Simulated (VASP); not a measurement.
# CdS (F-43m) in VASP: notebook

Runs on CdS. Level: PBE. Tasks: single point, relaxation of cell and atoms.

Everything below comes from runs of VASP 6.6.1. Logs are shortened: lines on timing, memory, paths and dates and some standing lists are left out, and cuts for length are marked.

**1. The cell of the first run**

Symmetry: F-43m, No. 216, cubic system. Conventional cell: a = 5.926 Å, b = 5.926 Å, c = 5.926 Å, α = 90.00°, β = 90.00°, γ = 90.00°. Within 3.4 Å of Cd (site symmetry -43m) lie 4 S at 2.57 Å. Within 3.4 Å of S (site symmetry -43m) lie 4 Cd at 2.57 Å.

**2. Single point, PBE**

Input file INCAR:

```
SYSTEM = CdS
PREC     = Accurate       ! precision mode
ENCUT    = 520            ! plane-wave cutoff, eV
EDIFF    = 1E-6           ! SCF threshold, eV
ISMEAR   = 0              ! smearing method
SIGMA    = 0.02           ! smearing width, eV
LREAL    = .False.        ! projectors in reciprocal space
LASPH    = .True.         ! aspherical terms in the spheres
NELM     = 60             ! most SCF steps
ALGO     = Normal         ! electronic algorithm
ISIF     = 2              ! what is computed and relaxed
LWAVE    = .False.        ! write WAVECAR
LCHARG   = .True.         ! write CHGCAR
GGA      = PE             ! functional
LELF     = .True.         ! ELF
LVHAR    = .True.       
NBANDS   = 16             ! bands
```

Input file KPOINTS:

```
regular mesh
0
Gamma
  8 8 8
  0 0 0
```

Input file POSCAR:

```
CdS
1.0
    0.0000000000      2.9632110885      2.9632110885
    2.9632110885      0.0000000000      2.9632110885
    2.9632110885      2.9632110885      0.0000000000
Cd S
1 1
Direct
    0.0000000000      0.0000000000      0.0000000000
    0.2500000000      0.2500000000      0.2500000000
```

Potentials or basis: VASP PAW PBE potentials, release 64 (Cd, S).

The run is started by

```
$ cat potpaw_PBE.64/Cd/POTCAR potpaw_PBE.64/S/POTCAR > POTCAR
$ mpirun -np 1 vasp_std > vasp.out
```

OUTCAR:

```text
SYSTEM = CdS
   PREC = Accurate
   ENCUT = 520
   EDIFF = 1E-6
   ISMEAR = 0
   LREAL = .False.
   LASPH = .True.
   NELM = 60
   ISIF = 2
   GGA = PE

 ion  position               nearest neighbor table
   1  0.000  0.000  0.000-   2 2.57   2 2.57   2 2.57   2 2.57
   2  0.250  0.250  0.250-   1 2.57   1 2.57   1 2.57   1 2.57

  LATTYP: Found a face centered cubic cell.
 ALAT       =     5.9264221770

  Lattice vectors:

 A1 = (   0.0000000000,   2.9632110885,   2.9632110885)
 A2 = (   2.9632110885,   0.0000000000,   2.9632110885)
 A3 = (   2.9632110885,   2.9632110885,   0.0000000000)

Analysis of symmetry for initial positions (statically):
=====================================================================
 Subroutine PRICEL returns:
 Original cell was already a primitive cell.

 Routine SETGRP: Setting up the symmetry group for a
 face centered cubic supercell.

 Subroutine GETGRP returns: Found 24 space group operations
 (whereof 24 operations were pure point group operations)
 out of a pool of 48 trial point group operations.

The static configuration has the point symmetry T_d .

Analysis of symmetry for dynamics (positions and initial velocities):
=====================================================================
 Subroutine PRICEL returns:
 Original cell was already a primitive cell.

 Routine SETGRP: Setting up the symmetry group for a
 face centered cubic supercell.

 Subroutine GETGRP returns: Found 24 space group operations
 (whereof 24 operations were pure point group operations)
 out of a pool of 48 trial point group operations.

The dynamic configuration has the point symmetry T_d .

 Subroutine INISYM returns: Found 24 space group operations
 (whereof 24 operations are pure point group operations),
 and found     1 'primitive' translations

----------------------------------------------------------------------------------------

                                     Primitive cell

  volume of cell :      52.0377

  direct lattice vectors                    reciprocal lattice vectors
     0.000000000  2.963211089  2.963211089    -0.168735870  0.168735870  0.168735870
     2.963211089  0.000000000  2.963211089     0.168735870 -0.168735870  0.168735870
     2.963211089  2.963211089  0.000000000     0.168735870  0.168735870 -0.168735870

  length of vectors
     4.190613310  4.190613310  4.190613310     0.292259099  0.292259099  0.292259099

  position of ions in fractional coordinates (direct lattice)
     0.000000000  0.000000000  0.000000000
     0.250000000  0.250000000  0.250000000

  ion indices of the primitive-cell ions
   primitive index   ion index
                 1           1
                 2           2

----------------------------------------------------------------------------------------

 KPOINTS: regular mesh

Automatic generation of k-mesh.
 Grid dimensions read from file:
 generate k-points for:    8    8    8

 Generating k-lattice:

  Cartesian coordinates                     Fractional coordinates (reciprocal lattice)
    -0.021091984  0.021091984  0.021091984     0.125000000  0.000000000  0.000000000
     0.021091984 -0.021091984  0.021091984     0.000000000  0.125000000  0.000000000
     0.021091984  0.021091984 -0.021091984     0.000000000  0.000000000  0.125000000

  Length of vectors
     0.036532387  0.036532387  0.036532387

  Shift w.r.t. Gamma in fractional coordinates (k-lattice)
     0.000000000  0.000000000  0.000000000

 Subroutine IBZKPT returns following result:
 ===========================================

 Found     29 irreducible k-points:

 Following reciprocal coordinates:
            Coordinates               Weight
  0.000000  0.000000  0.000000      1.000000
  0.125000  0.000000  0.000000      8.000000
  0.250000  0.000000  0.000000      8.000000
  0.375000  0.000000  0.000000      8.000000
  0.500000  0.000000  0.000000      4.000000
  0.125000  0.125000  0.000000      6.000000
[... 16 lines left out ...]
  0.500000  0.250000  0.125000     48.000000
 -0.375000  0.250000  0.125000     24.000000
 [... further k-points ...]
   k-points           NKPTS =     29   k-points in BZ     NKDIM =     29   number of bands    NBANDS=     16
   number of dos      NEDOS =    301   number of ions     NIONS =      2
   total plane-waves  NPLWV =  32768
   dimension x,y,z NGX =    32 NGY =   32 NGZ =   32
   dimension x,y,z NGXF=    64 NGYF=   64 NGZF=   64
   ions per type =               1   1
   NGX,Y,Z   is equivalent  to a cutoff of  12.69, 12.69, 12.69 a.u.
   NGXF,Y,Z  is equivalent  to a cutoff of  25.39, 25.39, 25.39 a.u.
 SYSTEM =  CdS
   PREC   = accura    normal or accurate (medium, high low for compatibility)
   ISTART =      0    job   : 0-new  1-cont  2-samecut
   ICHARG =      2    charge: 1-file 2-atom 10-const
   ISPIN  =      1    spin polarized calculation?
   LNONCOLLINEAR =      F non collinear calculations
   LSORBIT =      F    spin-orbit coupling
   LASPH  =      T    aspherical Exc in radial PAW
   ENCUT  =  520.0 eV  38.22 Ry    6.18 a.u.   7.79  7.79  7.79*2*pi/ulx,y,z
   NELM   =     60;   NELMIN=  2; NELMDL= -5     # of ELM steps
   EDIFF  = 0.1E-05   stopping-criterion for ELM
   LREAL  =      F    real-space projection
   EDIFFG = 0.1E-04   stopping-criterion for IOM
   NSW    =      0    number of steps for IOM
   IBRION =     -1    ionic relax: 0-MD 1-quasi-New 2-CG
   NFREE  =      0    steps in history (QN), initial steepest desc. (CG)
   ISIF   =      2    stress and relaxation
   ISYM   =      2    0-nonsym 1-usesym 2-fastsym
   POTIM  = 0.5000    time-step for ionic-motion
   TEBEG  =    0.0;   TEEND  =   0.0 temperature during run
   PSTRESS=    0.0 pullay stress
   NELECT =      18.0000    total number of electrons
   NUPDOWN=      -1.0000    fix difference up-down
   EMIN   =  10.00;   EMAX   =-10.00  energy-range for DOS
   EFERMI =   0.00;   METHOD = LEGACY
   ISMEAR =     0;   SIGMA  =   0.02  broadening in eV -4-tet -1-fermi 0-gaus
   EFERMI_NEDOS =   21; number of points for ismear=-14 and -15
   IALGO  =     38    algorithm
   IMIX   =      4    mixing-type and parameters
     AMIX     =   0.40;   BMIX     =  1.00
     AMIX_MAG =   1.60;   BMIX_MAG =  1.00
  volume/ion in A,a.u.               =      26.02       175.58
  Fermi-wavevector in a.u.,A,eV,Ry     =   1.149193  2.171660 17.968469  1.320645
  Thomas-Fermi vector in A             =   2.285864
   LORBIT       =      0    0 simple, 1 ext, 2 COOP (PROOUT), +10 PAW based schemes
   GGA     = PE    functional components
   LHFCALC =     F    Hartree Fock is set to
   AEXX    =    0.0000 exact exchange contribution
   IVDW    =     0    specifies the selected vdW correction
   LEPSILON=     F    determine dielectric tensor
   LRPA    =     F    only Hartree local field effects (RPA)
 non-spin polarized calculation
 Gauss-broadening in eV      SIGMA  =   0.02
  energy-cutoff  :      520.00
  volume of cell :       52.04
 maximum number of plane-waves:      1424
   NGX = 15   NGY = 15   NGZ = 15

 number of electron      18.0000001 magnetization

 Free energy of the ion-electron system (eV)
  ---------------------------------------------------
  ext. energy  EPLUGINS =         0.00000000
  ---------------------------------------------------
  free energy    TOTEN  =        -6.14717198 eV

  energy without entropy =       -6.14717198  energy(sigma->0) =       -6.14717198

 E-fermi :   1.0617     XC(G=0):  -8.9283

 val. band max:        0.9181977904   @ k =   0.0000   0.0000   0.0000
 cond. band min:       1.9619239101   @ k =   0.0000   0.0000   0.0000
 fundamental gap:      1.0437261197
 Fermi energy:         1.0616989204

 k-point     1 :       0.0000    0.0000    0.0000
  band No.  band energies     occupation
      1     -11.1707      2.00000
      2      -6.6503      2.00000
      3      -6.6503      2.00000
      4      -6.6503      2.00000
      5      -6.2329      2.00000
      6      -6.2329      2.00000
[... 8 lines left out ...]
     15      12.3239      0.00000
     16      12.3239      0.00000

 k-point     2 :       0.1250    0.0000    0.0000
  band No.  band energies     occupation
      1     -11.1149      2.00000
      2      -6.6305      2.00000
      3      -6.6305      2.00000
      4      -6.5986      2.00000
      5      -6.2337      2.00000
      6      -6.2337      2.00000
[... 8 lines left out ...]
     15      11.7454      0.00000
     16      12.7145      0.00000

 k-point     3 :       0.2500    0.0000    0.0000
  band No.  band energies     occupation
      1     -10.9795      2.00000
      2      -6.5876      2.00000
      3      -6.5876      2.00000
      4      -6.4192      2.00000
      5      -6.2289      2.00000
      6      -6.2289      2.00000
[... 8 lines left out ...]
     15      11.5129      0.00000
     16      12.1312      0.00000

 k-point     4 :       0.3750    0.0000    0.0000
  band No.  band energies     occupation
      1     -10.8443      2.00000
      2      -6.5546      2.00000
      3      -6.5546      2.00000
      4      -6.2116      2.00000
      5      -6.2116      2.00000
      6      -6.1059      2.00000
[... 8 lines left out ...]
     15      12.3311      0.00000
     16      12.3311      0.00000
[... 324 lines left out ...]
 k-point    22 :       0.3750    0.2500    0.1250
  band No.  band energies     occupation
      1     -10.8802      2.00000
      2      -6.5407      2.00000
      3      -6.5184      2.00000
      4      -6.3627      2.00000
      5      -6.2228      2.00000
      6      -6.1765      2.00000
[... 8 lines left out ...]
     15      12.8235      0.00000
     16      14.6153      0.00000

 k-point    23 :       0.5000    0.2500    0.1250
  band No.  band energies     occupation
      1     -10.7739      2.00000
      2      -6.5095      2.00000
      3      -6.4872      2.00000
      4      -6.2858      2.00000
      5      -6.2031      2.00000
      6      -5.9617      2.00000
[... 8 lines left out ...]
     15      13.5304      0.00000
     16      13.8906      0.00000

 k-point    24 :      -0.3750    0.2500    0.1250
  band No.  band energies     occupation
      1     -10.7304      2.00000
      2      -6.5050      2.00000
      3      -6.4727      2.00000
      4      -6.2534      2.00000
      5      -6.2091      2.00000
      6      -5.7930      2.00000
[... 8 lines left out ...]
     15      13.0886      0.00000
     16      13.9316      0.00000

 [... further k-points ...]
[... 5 lines left out ...]
  --------------------------------------------------------------------------------------
  -------------------------------------------------------------------------------------
  Total        0.0962708      0.0962708      0.0962708     -0.0000000     -0.0000000     -0.0000000
  in kB        2.9640613      2.9640613      2.9640613     -0.0000000     -0.0000000     -0.0000000
  external PRESSURE =       2.9640613 kB  Pullay stress =       0.0000000 kB

 VOLUME and BASIS-vectors are now :
 -----------------------------------------------------------------------------
  energy-cutoff  :      520.00
  volume of cell :       52.04
      direct lattice vectors                 reciprocal lattice vectors
     0.000000000  2.963211089  2.963211089    -0.168735870  0.168735870  0.168735870
     2.963211089  0.000000000  2.963211089     0.168735870 -0.168735870  0.168735870
     2.963211089  2.963211089  0.000000000     0.168735870  0.168735870 -0.168735870

 POSITION                                       TOTAL-FORCE (eV/Angst)
 -----------------------------------------------------------------------------------
      0.00000      0.00000      0.00000         0.000000      0.000000      0.000000
      1.48161      1.48161      1.48161        -0.000000     -0.000000      0.000000
 -----------------------------------------------------------------------------------
    total drift:                               -0.000000     -0.000000     -0.000000

  FREE ENERGIE OF THE ION-ELECTRON SYSTEM (eV)
  ---------------------------------------------------
  free  energy   TOTEN  =        -6.1471719837 eV

  energy  without entropy=       -6.1471719837  energy(sigma->0) =       -6.14717198
```

Wall time 17 s (1 thread of Intel Xeon Platinum 8375C at 2.90GHz (Ice Lake), shared host); peak memory 0.18 GiB.

What came out:

| Item | Value |
| --- | --- |
| Free energy | -6.1472 eV |
| Pressure | 0.3 GPa |
| Band gap on the k mesh | 1.04 eV, direct |

A hybrid or GW would open this gap; PBE tends to underestimate it.

(Continued in part 2 of 2.)
